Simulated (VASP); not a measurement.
# Hf2AlN3 (P-3m1) in VASP: notebook

The runs below take Hf2AlN3 through single point, with PBE.

Program: VASP 6.6.1. These are calculated values, not measurements. Logs are shortened: lines on timing, memory, paths and dates and some standing lists are left out, and cuts for length are marked.

### Step 1. The cell of the first run

It takes space group P-3m1 (No. 164, trigonal). Conventional cell: a = 3.112 Å, b = 3.112 Å, c = 7.720 Å, α = 90.00°, β = 90.00°, γ = 120.00°. Hf (site symmetry 3m) has 6 N at 2.21 to 2.31 Å within 2.9 Å. Within 2.8 Å of Al (site symmetry -3m) lie 6 N at 2.12 Å. Within 2.9 Å of N (site symmetry 3m) lie 3 Al at 2.12 Å and 3 Hf at 2.31 Å and 3 N at 2.87 Å. N (site symmetry -3m) has 6 Hf at 2.21 Å within 2.9 Å.

### Step 2. Single point, PBE

INCAR reads:

```
SYSTEM = Hf2AlN3
ALGO = Normal
EDIFF = 1E-6
ENCUT = 600
GGA = PE
GGA_COMPAT = .FALSE.
ISIF = 2
ISMEAR = 0
LASPH = .TRUE.
LCHARG = .FALSE.
LREAL = .FALSE.
LWAVE = .FALSE.
NBANDS = 28
NELM = 120
PREC = Accurate
SIGMA = 0.1
```

KPOINTS reads:

```
k-points
0
G
  6 6 2
  0 0 0
```

POSCAR reads:

```
Hf2AlN3
1.0
    3.1115977906      0.0000000026      0.0000000000
   -1.5557988975      2.6947227317      0.0000000000
    0.0000000000      0.0000000000      7.7195726726
Hf Al N
2 1 3
Direct
    0.3333333333      0.6666666667      0.6666560795
    0.6666666667      0.3333333333      0.3333439205
    0.0000000000      0.0000000000      0.0000000000
    0.6666666667      0.3333333333      0.8546812405
    0.0000000000      0.0000000000      0.5000000000
    0.3333333333      0.6666666667      0.1453187595
```

Potentials or basis: VASP PAW PBE potentials, release 64 (Hf_pv, Al, N).

Command:

```sh
> cat potpaw_PBE.64/Hf_pv/POTCAR potpaw_PBE.64/Al/POTCAR potpaw_PBE.64/N/POTCAR > POTCAR
> mpirun -np 1 vasp_std > vasp.out
```

OUTCAR:

```text
SYSTEM = Hf2AlN3
   EDIFF = 1E-6
   ENCUT = 600
   GGA = PE
   ISIF = 2
   ISMEAR = 0
   LASPH = .TRUE.
   LREAL = .FALSE.
   NELM = 120
   PREC = Accurate

 ion  position               nearest neighbor table
   1  0.333  0.667  0.667-   5 2.21   5 2.21   5 2.21   4 2.31   4 2.31   4 2.31   2 3.14   2 3.14
                             2 3.14   3 3.14   3 3.14   3 3.14
   2  0.667  0.333  0.333-   5 2.21   5 2.21   5 2.21   6 2.31   6 2.31   6 2.31   1 3.14   1 3.14
                             1 3.14   3 3.14   3 3.14   3 3.14
   3  0.000  0.000  0.000-   4 2.12   6 2.12   6 2.12   4 2.12   4 2.12   6 2.12   1 3.14   2 3.14
                             1 3.14   2 3.14   1 3.14   2 3.14
   4  0.667  0.333  0.855-   3 2.12   3 2.12   3 2.12   1 2.31   1 2.31   1 2.31
   5  0.000  0.000  0.500-   1 2.21   2 2.21   1 2.21   2 2.21   2 2.21   1 2.21
   6  0.333  0.667  0.145-   3 2.12   3 2.12   3 2.12   2 2.31   2 2.31   2 2.31

  LATTYP: Found a hexagonal cell.
 ALAT       =     3.1115977906
 C/A-ratio  =     2.4809031218

  Lattice vectors:

 A1 = (   3.1115977906,   0.0000000026,   0.0000000000)
 A2 = (  -1.5557988975,   2.6947227317,   0.0000000000)
 A3 = (   0.0000000000,   0.0000000000,   7.7195726726)

Analysis of symmetry for initial positions (statically):
=====================================================================
 Subroutine PRICEL returns:
 Original cell was already a primitive cell.

 Routine SETGRP: Setting up the symmetry group for a
 hexagonal supercell.

 Subroutine GETGRP returns: Found 12 space group operations
 (whereof 12 operations were pure point group operations)
 out of a pool of 24 trial point group operations.

The static configuration has the point symmetry D_3d.

Analysis of symmetry for dynamics (positions and initial velocities):
=====================================================================
 Subroutine PRICEL returns:
 Original cell was already a primitive cell.

 Routine SETGRP: Setting up the symmetry group for a
 hexagonal supercell.

 Subroutine GETGRP returns: Found 12 space group operations
 (whereof 12 operations were pure point group operations)
 out of a pool of 24 trial point group operations.

The dynamic configuration has the point symmetry D_3d.

 Subroutine INISYM returns: Found 12 space group operations
 (whereof 12 operations are pure point group operations),
 and found     1 'primitive' translations

----------------------------------------------------------------------------------------

                                     Primitive cell

  volume of cell :      64.7278

[... 91 lines left out ...]
   ISIF   =      2    stress and relaxation
   ISYM   =      2    0-nonsym 1-usesym 2-fastsym
   POTIM  = 0.5000    time-step for ionic-motion
   TEBEG  =    0.0;   TEEND  =   0.0 temperature during run
   PSTRESS=    0.0 pullay stress
   NELECT =      38.0000    total number of electrons
   NUPDOWN=      -1.0000    fix difference up-down
   EMIN   =  10.00;   EMAX   =-10.00  energy-range for DOS
   EFERMI =   0.00;   METHOD = LEGACY
   ISMEAR =     0;   SIGMA  =   0.10  broadening in eV -4-tet -1-fermi 0-gaus
   EFERMI_NEDOS =   21; number of points for ismear=-14 and -15
   IALGO  =     38    algorithm
   IMIX   =      4    mixing-type and parameters
     AMIX     =   0.40;   BMIX     =  1.00
     AMIX_MAG =   1.60;   BMIX_MAG =  1.00
  volume/ion in A,a.u.               =      10.79        72.80
  Fermi-wavevector in a.u.,A,eV,Ry     =   1.370795  2.590426 25.566411  1.879078
  Thomas-Fermi vector in A             =   2.496549
   LORBIT       =      0    0 simple, 1 ext, 2 COOP (PROOUT), +10 PAW based schemes
   GGA     = PE    functional components
   LHFCALC =     F    Hartree Fock is set to
   AEXX    =    0.0000 exact exchange contribution
   IVDW    =     0    specifies the selected vdW correction
   LEPSILON=     F    determine dielectric tensor
   LRPA    =     F    only Hartree local field effects (RPA)
 non-spin polarized calculation
 Gauss-broadening in eV      SIGMA  =   0.10
  energy-cutoff  :      600.00
  volume of cell :       64.73
 maximum number of plane-waves:      2191
 NGX is ok and might be reduce to    28
   NGX = 13   NGY = 13   NGZ = 31

 number of electron      37.9999999 magnetization

 Free energy of the ion-electron system (eV)
  ---------------------------------------------------
  ext. energy  EPLUGINS =         0.00000000
  ---------------------------------------------------
  free energy    TOTEN  =       -57.37850707 eV

  energy without entropy =      -57.36977246  energy(sigma->0) =      -57.37413977

 E-fermi :   8.8724     XC(G=0): -12.4422

 val. band max:        8.8438297361   @ k =   0.1667   0.1667   0.0000
 cond. band min:       8.9298319234   @ k =   0.1667   0.1667   0.0000
 fundamental gap:      0.0860021873
 Fermi energy:         8.8724095165

 k-point     1 :       0.0000    0.0000    0.0000
  band No.  band energies     occupation
      1     -22.9336      2.00000
      2     -22.3316      2.00000
      3     -22.1177      2.00000
      4     -22.1177      2.00000
      5     -22.0695      2.00000
      6     -22.0695      2.00000
[... 423 lines left out ...]
     27      15.1312      0.00000
     28      15.1312      0.00000

------------------------ aborting loop because EDIFF is reached ----------------------------------------

  FORCE on cell =-STRESS in cart. coord.  units (eV):
  Direction    XX          YY          ZZ          XY          YZ          ZX
  --------------------------------------------------------------------------------------
  -------------------------------------------------------------------------------------
  Total       -0.7311538     -0.7311538     -0.7763020     -0.0000000     -0.0000000      0.0000000
  in kB      -18.0979150    -18.0979150    -19.2154456     -0.0000000     -0.0000000      0.0000000
  external PRESSURE =     -18.4704252 kB  Pullay stress =       0.0000000 kB

 VOLUME and BASIS-vectors are now :
 -----------------------------------------------------------------------------
  energy-cutoff  :      600.00
  volume of cell :       64.73
      direct lattice vectors                 reciprocal lattice vectors
     3.111597791  0.000000003  0.000000000     0.321378297  0.185547847  0.000000000
    -1.555798898  2.694722732  0.000000000    -0.000000000  0.371095693  0.000000000
     0.000000000  0.000000000  7.719572673     0.000000000  0.000000000  0.129540849

 POSITION                                       TOTAL-FORCE (eV/Angst)
 -----------------------------------------------------------------------------------
     -0.00000      1.79648      5.14630         0.000000      0.000000     -0.038739
      1.55580      0.89824      2.57327        -0.000000     -0.000000      0.038739
      0.00000      0.00000      0.00000         0.000000      0.000000     -0.000000
      1.55580      0.89824      6.59777        -0.000000      0.000000     -0.096599
      0.00000      0.00000      3.85979         0.000000      0.000000     -0.000000
     -0.00000      1.79648      1.12180         0.000000      0.000000      0.096599
 -----------------------------------------------------------------------------------
    total drift:                                0.000000     -0.000000      0.000000

  FREE ENERGIE OF THE ION-ELECTRON SYSTEM (eV)
  ---------------------------------------------------
  free  energy   TOTEN  =       -57.3785070736 eV

  energy  without entropy=      -57.3697724622  energy(sigma->0) =      -57.37413977
```

stdout:

```text
POSCAR found type information on POSCAR HfAlN
 POSCAR found :  3 types and       6 ions
 scaLAPACK will be used
 LDA part: xc-table for (Slater+PW92), standard interpolation
 POSCAR, INCAR and KPOINTS ok, starting setup
 FFT: planning ... GRIDC
 FFT: planning ... GRID_SOFT
 FFT: planning ... GRID
 WAVECAR not read
 entering main loop
```

It took 78 s on 1 thread of Intel Xeon 8259CL, shared host; peak memory 0.22 GiB.

Results:

| Item | Value |
| --- | --- |
| Free energy | -57.3785 eV |
| Pressure | -1.8 GPa |
| Largest force | 0.097 eV/Å |
| Band gap on the k mesh | zero (bands 19 and 20 overlap by 1.62 eV) |

Forces on the atoms (eV/Å):
```
Hf   0.000  0.000 -0.039
Hf   0.000  0.000  0.039
Al   0.000  0.000  0.000
N    0.000  0.000 -0.097
N    0.000  0.000  0.000
N    0.000  0.000  0.097
```

Levels at points of the mesh, in eV from the Fermi level:
```
           k point  band 17  band 18  band 19  band 20  band 21  band 22
(0.00, 0.00, 0.00)    -2.53    -2.39    -0.16     0.56     0.56     1.37
(0.50, 0.00, 0.00)    -3.77    -3.66    -2.92     1.09     3.49     4.24
(0.00, 0.00, 0.50)    -2.97    -2.97     0.15     0.70     0.70     1.95
(0.50, 0.00, 0.50)    -3.74    -3.13    -2.05     0.40     3.65     4.09
```

Caveat: the k points lie up to 0.41 Å⁻¹ apart, too coarse for converged energies and pressures of a metal; spin-orbit coupling is left out, which moves the levels of the heavy elements.

### Step 3. Single point, PBE

This run uses another cell than the first one, of 14.29 Å³/atom.

INCAR reads:

```
SYSTEM = Hf2AlN3
ALGO = Normal ; EDIFF = 1E-6
ENCUT = 600 ; GGA = PE
GGA_COMPAT = .False. ; ISIF = 2
ISMEAR = 0 ; LASPH = .True.
LCHARG = .False. ; LREAL = .False.
LWAVE = .False. ; NBANDS = 28
NELM = 120 ; PREC = Accurate
SIGMA = 0.1
```

KPOINTS reads:

```
k-points
0
Gamma
  6 6 2
  0 0 0
```

POSCAR reads:

```
Hf2AlN3
1.0
    3.4319845900      0.0000000000      0.0000000000
   -1.7159923000      2.9721858400      0.0000000000
    0.0000000000      0.0000000000      8.4066110500
Hf Al N
2 1 3
Direct
    0.3333333300      0.6666666700      0.6666666700
    0.6666666700      0.3333333300      0.3333333300
    0.0000000000      0.0000000000      0.0000000000
    0.6666666700      0.3333333300      0.8333333300
    0.0000000000      0.0000000000      0.5000000000
    0.3333333300      0.6666666700      0.1666666700
```

Potentials or basis: VASP PAW PBE potentials, release 64 (Hf_pv, Al, N).

Command:

```sh
> cat potpaw_PBE.64/Hf_pv/POTCAR potpaw_PBE.64/Al/POTCAR potpaw_PBE.64/N/POTCAR > POTCAR
> mpirun -np 1 vasp_std > vasp.out
```

Wall time 89 s (1 thread of Intel Xeon 8259CL, shared host); peak memory 0.24 GiB.

The run converged. Its results:

* Free energy: -53.9466 eV
* Pressure: -36.0 GPa
* Largest force: 1.138 eV/Å
* Band gap on the k mesh: zero (bands 19 and 20 overlap by 0.96 eV)

Forces in eV/Å, atoms in the order of the input:
```
Hf   0.000  0.000 -1.138
Hf   0.000  0.000  1.138
Al   0.000  0.000  0.000
N    0.000  0.000  0.276
N    0.000  0.000  0.000
N    0.000  0.000 -0.276
```

Stress tensor (GPa, compression positive):
```
-37.41   0.00   0.00
  0.00 -37.41   0.00
  0.00   0.00 -33.08
```

Levels at points of the mesh, in eV from the Fermi level:
| k point | band 16 | band 17 | band 18 | band 19 | band 20 | band 21 | band 22 | band 23 |
| --- | --- | --- | --- | --- | --- | --- | --- | --- |
| (0.00, 0.00, 0.00) | -2.52 | -2.47 | -2.47 | -1.04 | 0.34 | 0.43 | 0.43 | 0.88 |
| (0.50, 0.00, 0.00) | -3.55 | -3.52 | -3.51 | -1.89 | 0.80 | 0.82 | 2.61 | 3.06 |
| (0.00, 0.00, 0.50) | -3.32 | -2.60 | -2.60 | 0.11 | 0.39 | 0.49 | 0.49 | 1.22 |
| (0.50, 0.00, 0.50) | -4.04 | -3.60 | -3.08 | -1.29 | 0.44 | 1.13 | 2.27 | 2.85 |

Caveat: the k points lie up to 0.37 Å⁻¹ apart, too coarse for converged energies and pressures of a metal; spin-orbit coupling is left out, which moves the levels of the heavy elements; forces of over 1 eV/Å act on the atoms, so gaps and moduli don't describe the material at rest.
